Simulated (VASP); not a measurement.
# In4Sb4H in VASP: further runs, part 2 of 2

VASP 6.6.1.

**4. Single point, LDA**

The input, INCAR:

```
SYSTEM = In4Sb4H
PREC = Accurate
ENCUT = 520
EDIFF = 1E-6
ISMEAR = -1
SIGMA = 0.05
LREAL = Auto
LASPH = .TRUE.
NELM = 100
ALGO = Normal
ISIF = 2
LWAVE = .FALSE.
LCHARG = .TRUE.
GGA = CA
LELF = .TRUE.
LVHAR = .TRUE.
NBANDS = 88
```

The input, KPOINTS:

```
Automatic mesh
0
G
  2 2 1
  0 0 0
```

The input, POSCAR:

```
In4Sb4H
1.0
    9.1372340000      0.0000000000      0.0000000000
    0.0000000000      6.4610000000      0.0000000000
    0.0000000000      0.0000000000     19.8529250000
In Sb H
8 8 2
Direct
    0.0000000000      0.0000000000      0.0503704114
    0.7446673687      0.4756229686      0.1795554056
    0.2942575401      0.6057111902      0.1825877043
    0.4999981395      0.0000000000      0.0503704114
    0.5160861591      0.0315895372      0.2902897180
    0.2159406227      0.4719702832      0.3655380756
    0.7321033915      0.4929732240      0.3726654888
    0.9978512097      0.0995356756      0.2801451172
    0.9979387635      0.2768147346      0.1598303525
    0.2499990697      0.7500077387      0.0503704114
    0.7499972092      0.7500077387      0.0503704114
    0.4711600907      0.2893050611      0.1638952447
    0.5087973012      0.2792756539      0.4116672984
    0.7824468543      0.7680390033      0.2706502946
    0.2512467121      0.8268224733      0.2808351918
    0.9936924019      0.2354589073      0.4182204889
    0.8125106569     -0.1972914410      0.4617808207
    0.8018400317     -0.3157560749      0.4487550323
```

Potentials or basis: VASP PAW LDA potentials, release 64 (In_d, Sb, H).

The run is started by

```
> cat potpaw_LDA.64/In_d/POTCAR potpaw_LDA.64/Sb/POTCAR potpaw_LDA.64/H/POTCAR > POTCAR
> mpirun -np 1 vasp_std > vasp.out
```

OUTCAR:

```text
SYSTEM = In4Sb4H
   PREC = Accurate
   ENCUT = 520
   EDIFF = 1E-6
   ISMEAR = -1
   LREAL = Auto
   LASPH = .TRUE.
   NELM = 100
   ISIF = 2
   GGA = CA

 ion  position               nearest neighbor table
   1  0.000  0.000  0.050-  10 2.80  11 2.80   9 2.81
   2  0.745  0.476  0.180-  14 2.64   9 2.68  12 2.79  11 3.12   7 3.84   8 3.90
   3  0.294  0.606  0.183-  15 2.45  12 2.63  10 2.81   9 3.47   6 3.80
   4  0.500  0.000  0.050-  11 2.80  10 2.80  12 2.94
   5  0.516  0.032  0.290-  15 2.76  13 2.89  14 3.00  12 3.04   7 3.93
   6  0.216  0.472  0.366-  16 2.75  15 2.86  13 3.09   8 3.55   3 3.80
   7  0.732  0.493  0.373-  18 2.05  13 2.58  14 2.73  16 3.05   2 3.84   5 3.93   8 3.97
   8  0.998  0.100  0.280-   9 2.65  16 2.88  15 2.91  14 2.91   6 3.55   2 3.90   7 3.97
   9  0.998  0.277  0.160-   8 2.65   2 2.68   1 2.81   3 3.47
  10  0.250  0.750  0.050-   1 2.80   4 2.80   3 2.81
  11  0.750  0.750  0.050-   4 2.80   1 2.80   2 3.12
  12  0.471  0.289  0.164-   3 2.63   2 2.79   4 2.94   5 3.04
  13  0.509  0.279  0.412-   7 2.58   5 2.89   6 3.09
  14  0.782  0.768  0.271-   2 2.64   7 2.73   8 2.91   5 3.00
  15  0.251  0.827  0.281-   3 2.45   5 2.76   6 2.86   8 2.91
  16  0.994  0.235  0.418-   6 2.75   8 2.88   7 3.05
  17  0.813  0.803  0.462-  18 0.81
  18  0.802  0.684  0.449-  17 0.81   7 2.05

  LATTYP: Found a simple orthorhombic cell.
 ALAT       =     6.4610000000
 B/A-ratio  =     1.4142135892
 C/A-ratio  =     3.0727325491

  Lattice vectors:

 A1 = (   0.0000000000,  -6.4610000000,   0.0000000000)
 A2 = (   9.1372340000,   0.0000000000,   0.0000000000)
 A3 = (   0.0000000000,   0.0000000000,  19.8529250000)

Analysis of symmetry for initial positions (statically):
=====================================================================
 Subroutine PRICEL returns:
 Original cell was already a primitive cell.

 Routine SETGRP: Setting up the symmetry group for a
 simple orthorhombic supercell.

 Subroutine GETGRP returns: Found  1 space group operations
 (whereof  1 operations were pure point group operations)
 out of a pool of  8 trial point group operations.

The static configuration has the point symmetry C_1 .

Analysis of symmetry for dynamics (positions and initial velocities):
=====================================================================
 Subroutine PRICEL returns:
 Original cell was already a primitive cell.

 Routine SETGRP: Setting up the symmetry group for a
 simple orthorhombic supercell.

 Subroutine GETGRP returns: Found  1 space group operations
 (whereof  1 operations were pure point group operations)
 out of a pool of  8 trial point group operations.

The dynamic configuration has the point symmetry C_1 .

 Subroutine INISYM returns: Found  1 space group operations
 (whereof  1 operations are pure point group operations),
 and found     1 'primitive' translations

----------------------------------------------------------------------------------------

                                     Primitive cell

  volume of cell :    1172.0307

  direct lattice vectors                    reciprocal lattice vectors
[... 71 lines left out ...]

 Found      4 irreducible k-points:

 Following reciprocal coordinates:
            Coordinates               Weight
  0.000000  0.000000  0.000000      1.000000
  0.500000  0.000000  0.000000      1.000000
  0.000000  0.500000  0.000000      1.000000
  0.500000  0.500000  0.000000      1.000000
   k-points           NKPTS =      4   k-points in BZ     NKDIM =      4   number of bands    NBANDS=     88
   number of dos      NEDOS =    301   number of ions     NIONS =     18
   total plane-waves  NPLWV = 504000
   dimension x,y,z NGX =    70 NGY =   48 NGZ =  150
   dimension x,y,z NGXF=   140 NGYF=   96 NGZF=  300
   ions per type =               8   8   2
   NGX,Y,Z   is equivalent  to a cutoff of  12.74, 12.35, 12.56 a.u.
   NGXF,Y,Z  is equivalent  to a cutoff of  25.47, 24.70, 25.12 a.u.
 SYSTEM =  In4Sb4H
   PREC   = accura    normal or accurate (medium, high low for compatibility)
   ISTART =      0    job   : 0-new  1-cont  2-samecut
   ICHARG =      2    charge: 1-file 2-atom 10-const
   ISPIN  =      1    spin polarized calculation?
   LNONCOLLINEAR =      F non collinear calculations
   LSORBIT =      F    spin-orbit coupling
   LASPH  =      T    aspherical Exc in radial PAW
   ENCUT  =  520.0 eV  38.22 Ry    6.18 a.u.  16.99 12.01 36.91*2*pi/ulx,y,z
   NELM   =    100;   NELMIN=  2; NELMDL= -5     # of ELM steps
   EDIFF  = 0.1E-05   stopping-criterion for ELM
   LREAL  =      T    real-space projection
   EDIFFG = 0.1E-04   stopping-criterion for IOM
   NSW    =      0    number of steps for IOM
   IBRION =     -1    ionic relax: 0-MD 1-quasi-New 2-CG
   NFREE  =      0    steps in history (QN), initial steepest desc. (CG)
   ISIF   =      2    stress and relaxation
   ISYM   =      2    0-nonsym 1-usesym 2-fastsym
   POTIM  = 0.5000    time-step for ionic-motion
   TEBEG  =    0.0;   TEEND  =   0.0 temperature during run
   PSTRESS=    0.0 pullay stress
   NELECT =     146.0000    total number of electrons
   NUPDOWN=      -1.0000    fix difference up-down
   EMIN   =  10.00;   EMAX   =-10.00  energy-range for DOS
   EFERMI =   0.00;   METHOD = LEGACY
   ISMEAR =    -1;   SIGMA  =   0.05  broadening in eV -4-tet -1-fermi 0-gaus
   EFERMI_NEDOS =   21; number of points for ismear=-14 and -15
   IALGO  =     38    algorithm
   IMIX   =      4    mixing-type and parameters
     AMIX     =   0.40;   BMIX     =  1.00
     AMIX_MAG =   1.60;   BMIX_MAG =  1.00
  volume/ion in A,a.u.               =      65.11       439.40
  Fermi-wavevector in a.u.,A,eV,Ry     =   0.817610  1.545059  9.095303  0.668486
  Thomas-Fermi vector in A             =   1.928088
   LORBIT       =      0    0 simple, 1 ext, 2 COOP (PROOUT), +10 PAW based schemes
   GGA     = CA    functional components
   LHFCALC =     F    Hartree Fock is set to
   AEXX    =    0.0000 exact exchange contribution
   IVDW    =     0    specifies the selected vdW correction
   LEPSILON=     F    determine dielectric tensor
   LRPA    =     F    only Hartree local field effects (RPA)
 non-spin polarized calculation
  energy-cutoff  :      520.00
  volume of cell :     1172.03
 maximum number of plane-waves:     31632
 NGX is ok and might be reduce to    70
   NGX = 33   NGY = 25   NGZ = 73

 number of electron     146.0000024 magnetization

 Free energy of the ion-electron system (eV)
  ---------------------------------------------------
  ext. energy  EPLUGINS =         0.00000000
  ---------------------------------------------------
  free energy    TOTEN  =       -65.16323078 eV

  energy without entropy =      -65.14295063  energy(sigma->0) =      -65.15309071

 E-fermi :  -0.0191     XC(G=0):  -4.9664

 val. band max:       -0.1266020989   @ k =   0.0000   0.0000   0.0000
 cond. band min:       0.0859845159   @ k =   0.0000   0.5000   0.0000
 fundamental gap:      0.2125866148
 Fermi energy:        -0.0191339210

 k-point     1 :       0.0000    0.0000    0.0000
  band No.  band energies     occupation
      1     -15.2233      2.00000
      2     -15.0688      2.00000
      3     -15.0296      2.00000
      4     -14.9729      2.00000
      5     -14.9679      2.00000
      6     -14.9264      2.00000
[... 341 lines left out ...]
     84       2.7582      0.00000
     85       2.9784      0.00000
 [bands above 85 left out]

------------------------ aborting loop because EDIFF is reached ----------------------------------------

  FORCE on cell =-STRESS in cart. coord.  units (eV):
  Direction    XX          YY          ZZ          XY          YZ          ZX
  --------------------------------------------------------------------------------------
  -------------------------------------------------------------------------------------
  Total       -2.4372162     -1.3276498      4.0459792      1.2646379      6.3331069     -2.9857390
  in kB       -3.3316982     -1.8149101      5.5308928      1.7287723      8.6574185     -4.0815341
  external PRESSURE =       0.1280948 kB  Pullay stress =       0.0000000 kB

 VOLUME and BASIS-vectors are now :
 -----------------------------------------------------------------------------
  energy-cutoff  :      520.00
  volume of cell :     1172.03
      direct lattice vectors                 reciprocal lattice vectors
     9.137234000  0.000000000  0.000000000     0.109442310  0.000000000  0.000000000
     0.000000000  6.461000000  0.000000000     0.000000000  0.154774803  0.000000000
     0.000000000  0.000000000 19.852925000     0.000000000  0.000000000  0.050370411

 POSITION                                       TOTAL-FORCE (eV/Angst)
 -----------------------------------------------------------------------------------
      0.00000      0.00000      1.00000        -0.190758     -0.658144      0.820082
      6.80420      3.07300      3.56470        -0.699737      0.157917     -1.223173
      2.68870      3.91350      3.62490        -0.748410     -1.248721     -2.689986
      4.56860      0.00000      1.00000         0.090105     -0.274773      0.826191
      4.71560      0.20410      5.76310         0.724777      0.257060     -0.090464
      1.97310      3.04940      7.25700         0.989335      0.019575      0.188034
[... 10 lines left out ...]
      7.42410      5.18630      9.16770        -0.118734     -0.579144     -0.209674
      7.32660      4.42090      8.90910         0.303255      0.997374      0.712974
 -----------------------------------------------------------------------------------
    total drift:                               -0.017036     -0.008823     -0.042254

  FREE ENERGIE OF THE ION-ELECTRON SYSTEM (eV)
  ---------------------------------------------------
  free  energy   TOTEN  =       -65.1632307800 eV

  energy  without entropy=      -65.1429506338  energy(sigma->0) =      -65.15309071
```

Wall time 26 min (1 thread of Intel Xeon Platinum 8488C (Sapphire Rapids), shared host); peak memory 0.8 GiB.

Results:

```yaml
Free_energy: -65.1632 eV
Largest_force: 3.318 eV/Å
Band_gap_on_the_k_mesh: 0.21 eV, indirect (least direct gap 0.35 eV)
```

Forces on the atoms (eV/Å):
```
In  -0.191 -0.658  0.820
In  -0.700  0.158 -1.223
In  -0.748 -1.249 -2.690
In   0.090 -0.275  0.826
In   0.725  0.257 -0.090
In   0.989  0.020  0.188
In   1.360 -0.086 -0.612
In   0.019 -0.895  1.002
Sb   1.089  0.972 -0.722
Sb   0.060 -0.005 -0.641
Sb  -0.071  0.087 -0.275
Sb   0.967 -1.156  0.043
Sb  -1.823 -0.673 -0.086
Sb  -0.401  1.413  0.874
Sb  -0.917  1.377  2.876
Sb  -0.632  0.296 -0.794
H   -0.119 -0.579 -0.210
H    0.303  0.997  0.713
```

Levels at points of the mesh, in eV from the valence-band top:
```
           k point  band 69  band 70  band 71  band 72  band 73  band 74  band 75  band 76  band 77  band 78
(0.00, 0.00, 0.00)    -0.91    -0.63    -0.41    -0.34     0.00     0.35     0.50     0.58     0.96     1.19
(0.50, 0.00, 0.00)    -1.36    -1.00    -0.86    -0.56    -0.30     0.54     0.68     1.05     1.19     1.39
(0.00, 0.50, 0.00)    -0.86    -0.79    -0.71    -0.57    -0.37     0.21     0.48     0.75     0.87     1.27
(0.50, 0.50, 0.00)    -1.10    -1.00    -0.69    -0.48    -0.11     0.59     0.79     1.16     1.40     1.66
```

Caveat: the k points lie up to 0.49 Å⁻¹ apart; spin-orbit coupling is left out, which moves the levels of the heavy elements.

**5. Single point, LDA**

The input, INCAR:

```
SYSTEM = In4Sb4H
ALGO = Normal ; EDIFF = 1E-7
ENCUT = 520 ; ISIF = 2
ISMEAR = -1 ; LASPH = .True.
LCHARG = .True. ; LELF = .True.
LREAL = Auto ; LVHAR = .True.
LWAVE = .False. ; NBANDS = 88
NELM = 60 ; PREC = Accurate
SIGMA = 0.05
```

The input, KPOINTS:

```
k-points
0
Gamma
  2 2 1
  0 0 0
```

The input, POSCAR:

```
In4Sb4H
1.0
    9.1372340000      0.0000000000      0.0000000000
    0.0000000000      6.4610000000      0.0000000000
    0.0000000000      0.0000000000     19.8529250000
In Sb H
8 8 2
Direct
    0.0000000000      0.0000000000      0.0503704114
    0.7266203317      0.4403343136      0.1798979244
    0.3087148693      0.6260176443      0.1757373284
    0.4999981395      0.0000000000      0.0503704114
    0.5076372127      0.0236186349      0.2966817232
    0.2347428117      0.4698808234      0.3709931912
    0.7521969997      0.4904813496      0.3638405928
    1.0005763232      0.1067327039      0.2905717923
    1.0288999931      0.2986998917      0.1606665013
    0.2499990697      0.7500077387      0.0503704114
    0.7499972092      0.7500077387      0.0503704114
    0.4705034368      0.2492648197      0.1751580686
    0.5083048108      0.2787958520      0.4137224112
    0.7656036827      0.7943507197      0.2668775508
    0.2401930387      0.8564154156      0.3000918001
    1.0124945908      0.2273332302      0.4243253828
    0.7617950903     -0.0248723108      0.4757686840
    0.7670592654     -0.1529639375      0.4756931283
```

The run is started by

```
> cat potpaw_LDA.64/In_d/POTCAR potpaw_LDA.64/Sb/POTCAR potpaw_LDA.64/H/POTCAR > POTCAR
> mpirun -np 1 vasp_std > vasp.out
```

It took 25 min on 1 thread of Intel Xeon Platinum 8488C (Sapphire Rapids), shared host; peak memory 0.81 GiB.

Results (log left out):

```
Free energy            : -65.6079 eV
Largest force          : 1.865 eV/Å
Band gap on the k mesh : 0.16 eV, indirect (least direct gap 0.35 eV)
```

Forces on the atoms (eV/Å):
```
In  -0.269 -0.224  1.193
In   1.554  0.896 -0.511
In  -0.694 -0.292  1.173
In   0.198 -0.322  0.761
In   0.835  0.361  0.456
In   0.611  0.183  0.077
In   0.338 -0.398  0.719
In  -0.608 -0.096 -0.625
Sb  -0.373  0.546  0.108
Sb   0.021  0.077 -1.338
Sb  -0.072  0.061 -0.142
Sb  -0.533 -0.034 -0.592
Sb  -0.120  0.186 -0.433
Sb   0.007  0.157  0.062
Sb  -0.054 -1.815 -0.330
Sb  -0.805  0.767 -0.532
H    0.059 -1.433 -0.049
H   -0.094  1.379  0.002
```

Levels at points of the mesh, in eV from the valence-band top:
```
           k point  band 69  band 70  band 71  band 72  band 73  band 74  band 75  band 76  band 77  band 78
(0.00, 0.00, 0.00)    -0.99    -0.49    -0.35    -0.22    -0.01     0.34     0.43     0.57     0.87     1.01
(0.50, 0.00, 0.00)    -1.11    -0.79    -0.77    -0.44    -0.23     0.47     0.69     1.07     1.15     1.52
(0.00, 0.50, 0.00)    -0.75    -0.70    -0.58    -0.49    -0.36     0.16     0.51     0.65     1.14     1.37
(0.50, 0.50, 0.00)    -0.93    -0.80    -0.67    -0.49     0.00     0.54     0.78     1.19     1.43     1.70
```

Caveat: the k points lie up to 0.49 Å⁻¹ apart; spin-orbit coupling is left out, which moves the levels of the heavy elements.
